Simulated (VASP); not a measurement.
# MgO (Pm) in VASP: settings compared, part 2 of 2

VASP 6.6.1.

**4. Single point, r2SCAN**

The input, POSCAR:

```
MgO
1.0
    2.9380209034      0.0000000000      0.0000000000
   -1.4690104517      2.5444007392      0.0000000000
    0.0000000000      0.0000000000      2.6796800000
Mg O
1 1
Direct
    0.0089360000      0.0030280000      0.0028050000
    0.3401990000      0.6577370000      0.5028030000
```

The input, INCAR.step1:

```
PREC = Accurate
ENCUT = 520
ISMEAR = 0
SIGMA = 0.1
LREAL = F
LASPH = T
NELM = 80
NBANDS = 11
GGA = PE
ALGO = Normal
EDIFF = 1E-4
LWAVE = T
LCHARG = F
```

The input, INCAR.step2:

```
PREC = Accurate
ENCUT = 520
EDIFF = 1E-6
ISMEAR = 0
SIGMA = 0.1
LREAL = F
LASPH = T
NELM = 80
ALGO = Normal
ISIF = 2
LWAVE = F
LCHARG = F
METAGGA = R2SCAN
LMIXTAU = T
NBANDS = 11
ISTART = 1
```

The input, KPOINTS:

```
Automatic mesh
0
Gamma
  8 8 7
```

Potentials or basis: VASP PAW PBE potentials, release 64 (Mg, O).

On the command line:

```sh
$ cat potpaw_PBE.64/Mg/POTCAR potpaw_PBE.64/O/POTCAR > POTCAR
$ cp INCAR.step1 INCAR
$ mpirun -np 1 vasp_std > vasp.out
$ cp INCAR.step2 INCAR
$ mpirun -np 1 vasp_std > vasp.out
```

OUTCAR:

```text
PREC = Accurate
   ENCUT = 520
   EDIFF = 1E-6
   ISMEAR = 0
   LREAL = F
   LASPH = T
   NELM = 80
   ISIF = 2
   METAGGA = R2SCAN
   ISTART = 1

 ion  position               nearest neighbor table
   1  0.009  0.003  0.003-   2 2.14   2 2.14   2 2.17   2 2.17   2 2.18   2 2.18
   2  0.340  0.658  0.503-   1 2.14   1 2.14   1 2.17   1 2.17   1 2.18   1 2.18

  LATTYP: Found a hexagonal cell.
 ALAT       =     2.9380209034
 C/A-ratio  =     0.9120697531

  Lattice vectors:

 A1 = (   2.9380209034,   0.0000000000,   0.0000000000)
 A2 = (  -1.4690104517,   2.5444007392,   0.0000000000)
 A3 = (   0.0000000000,   0.0000000000,   2.6796800000)

Analysis of symmetry for initial positions (statically):
=====================================================================
 Subroutine PRICEL returns:
 Original cell was already a primitive cell.

 Routine SETGRP: Setting up the symmetry group for a
 hexagonal supercell.

 Subroutine GETGRP returns: Found  2 space group operations
 (whereof  1 operations were pure point group operations)
 out of a pool of 24 trial point group operations.

[... 175 lines left out ...]
      2       2.3015      2.00000
      3       2.3419      2.00000
      4       2.5344      2.00000
      5       6.7034      0.00000
      6      15.8268      0.00000
      7      19.4683      0.00000
      8      19.5668      0.00000
      9      24.0427      0.00000
     10      25.1545      0.00000
     11      26.7750      0.00000
[... 309 lines left out ...]
 k-point    24 :      -0.1250    0.5000    0.0000
  band No.  band energies     occupation
      1     -14.4491      2.00000
      2      -1.6683      2.00000
      3       1.0907      2.00000
      4       2.8902      2.00000
      5      10.8307      0.00000
      6      14.4724      0.00000
      7      17.1171      0.00000
      8      22.1058      0.00000
      9      23.1327      0.00000
     10      26.0402      0.00000
     11      27.3208      0.00000

 [... further k-points ...]

------------------------ aborting loop because EDIFF is reached ----------------------------------------

  FORCE on cell =-STRESS in cart. coord.  units (eV):
  Direction    XX          YY          ZZ          XY          YZ          ZX
  --------------------------------------------------------------------------------------
  -------------------------------------------------------------------------------------
  Total       -0.7180803     -0.7391570     -0.8559443     -0.0072239      0.0000000      0.0000000
  in kB      -57.4328345    -59.1185732    -68.4593502     -0.5777756      0.0000000      0.0000000
  external PRESSURE =     -61.6702526 kB  Pullay stress =       0.0000000 kB

 VOLUME and BASIS-vectors are now :
 -----------------------------------------------------------------------------
  energy-cutoff  :      520.00
  volume of cell :       20.03
      direct lattice vectors                 reciprocal lattice vectors
     2.938020903  0.000000000  0.000000000     0.340365175  0.196509926  0.000000000
    -1.469010452  2.544400739  0.000000000     0.000000000  0.393019851  0.000000000
     0.000000000  0.000000000  2.679680000     0.000000000  0.000000000  0.373178887

 POSITION                                       TOTAL-FORCE (eV/Angst)
 -----------------------------------------------------------------------------------
      0.02181      0.00770      0.00752         0.033831     -0.106852      0.000000
      0.03329      1.67355      1.34735        -0.033831      0.106852      0.000000
 -----------------------------------------------------------------------------------
    total drift:                               -0.002316      0.005783      0.007668

  FREE ENERGIE OF THE ION-ELECTRON SYSTEM (eV)
  ---------------------------------------------------
  free  energy   TOTEN  =       -15.3954655979 eV

  energy  without entropy=      -15.3954655979  energy(sigma->0) =      -15.39546560
```

OUTCAR.step1:

```text
PREC = Accurate
   ENCUT = 520
   ISMEAR = 0
   LREAL = F
   LASPH = T
[... 560 lines left out ...]
 -----------------------------------------------------------------------------------
      0.02181      0.00770      0.00752         0.034979     -0.109759      0.000000
      0.03329      1.67355      1.34735        -0.034979      0.109759      0.000000
 -----------------------------------------------------------------------------------
    total drift:                               -0.000035      0.000282      0.006556

  FREE ENERGIE OF THE ION-ELECTRON SYSTEM (eV)
  ---------------------------------------------------
  free  energy   TOTEN  =       -11.2283159011 eV

  energy  without entropy=      -11.2283159011  energy(sigma->0) =      -11.22831590
```

OSZICAR.step1:

```text
N       E                     dE             d eps       ncg     rms          rms(c)
DAV:   1     0.143415832887E+02    0.14342E+02   -0.45421E+03  3432   0.640E+02
DAV:   2    -0.124014142728E+02   -0.26743E+02   -0.25963E+02  3451   0.134E+02
DAV:   3    -0.129832475258E+02   -0.58183E+00   -0.58135E+00  3545   0.175E+01
DAV:   4    -0.129847557739E+02   -0.15082E-02   -0.15082E-02  3315   0.102E+00
DAV:   5    -0.129847611302E+02   -0.53563E-05   -0.53564E-05  3344   0.597E-02    0.738E+00
DAV:   6    -0.112791709640E+02    0.17056E+01   -0.98934E+00  3061   0.168E+01    0.241E+00
DAV:   7    -0.112460109887E+02    0.33160E-01   -0.77669E-02  3307   0.238E+00    0.139E+00
DAV:   8    -0.112287315118E+02    0.17279E-01   -0.37785E-02  3109   0.208E+00    0.268E-01
DAV:   9    -0.112284202705E+02    0.31124E-03   -0.29062E-04  3492   0.125E-01    0.194E-01
DAV:  10    -0.112283174251E+02    0.10285E-03   -0.74395E-04  3103   0.212E-01    0.130E-02
DAV:  11    -0.112283159011E+02    0.15240E-05   -0.13124E-05  1598   0.248E-02
   1 F= -.11228316E+02 E0= -.11228316E+02  d E =-.465635E-13
```

Wall time 29 s (1 thread of Intel Xeon 6975P-C (Granite Rapids), shared host); peak memory 0.16 GiB.

What came out:

```
Free energy            : -15.3955 eV
Pressure               : -6.2 GPa
Largest force          : 0.112 eV/Å
Band gap on the k mesh : 3.76 eV, indirect (least direct gap 4.17 eV)
```

Forces on the atoms (eV/Å):
```
Mg   0.034 -0.107  0.000
O   -0.034  0.107  0.000
```

Stress tensor (GPa, compression positive):
```
-5.74 -0.06  0.00
-0.06 -5.91  0.00
 0.00  0.00 -6.85
```

Levels at points of the mesh, in eV from the valence-band top:
| k point | band 1 | band 2 | band 3 | band 4 | band 5 | band 6 | band 7 | band 8 |
| --- | --- | --- | --- | --- | --- | --- | --- | --- |
| (0.00, 0.00, 0.00) | -18.39 | -0.64 | -0.60 | -0.40 | 3.76 | 12.89 | 16.53 | 16.63 |
| (0.50, 0.00, 0.00) | -17.39 | -4.88 | -1.35 | -0.04 | 7.42 | 11.60 | 14.12 | 19.06 |
| (0.00, 0.50, 0.00) | -17.38 | -4.89 | -1.33 | -0.05 | 7.35 | 11.59 | 14.23 | 19.07 |
| (0.50, 0.50, 0.00) | -17.39 | -4.87 | -1.36 | -0.04 | 7.46 | 11.61 | 14.07 | 19.06 |

Caveat: the PAW data sets were made with another functional, which shifts forces and pressure a little. A k mesh can miss the band edges.
